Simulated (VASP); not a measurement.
Here is a VASP 6.6.1 calculation.

The input INCAR:

```
PREC = Accurate ; ENCUT = 520
EDIFF = 1E-6 ; ISMEAR = 0
SIGMA = 0.05 ; LREAL = False
LASPH = True ; NELM = 150
ALGO = Normal ; ISIF = 2
LWAVE = False ; LCHARG = False
ISPIN = 2 ; MAGMOM = 0 0
LORBIT = 11 ; LMAXMIX = 4
LDAU = True ; LDAUTYPE = 2
LDAUL = 2 -1 ; LDAUU = 5 0
LDAUJ = 0 0 ; LDAUPRINT = 1
GGA = PS ; NBANDS = 21
```

KPOINTS

```
regular mesh
0
Gamma
  7 7 7
```

POSCAR

```
RhN
1.0
    2.9628278700      0.0000000000      0.0000000000
   -1.4814139400      2.5658842000      0.0000000000
    0.0000000000      0.0000000000      2.8915732100
Rh N
1 1
Direct
    0.0000000000      0.0000000000      0.0000000000
    0.6666666667      0.3333333333      0.5000000000
```

Potentials or basis: VASP PAW PBE potentials, release 64 (Rh_pv, N).

Command:

```console
$ cat potpaw_PBE.64/Rh_pv/POTCAR potpaw_PBE.64/N/POTCAR > POTCAR
$ mpirun -np 1 vasp_std > vasp.out
```

(1) Predict the band gap on the k mesh.

(2) Estimate the pressure.

(3) What does it give for the net moment?

Results:

(1) zero (filled and empty bands overlap).

(2) -26.3 GPa.

(3) 0.00 μB per cell.

Caveat: the PAW data sets were made with another functional, which shifts forces and pressure a little.
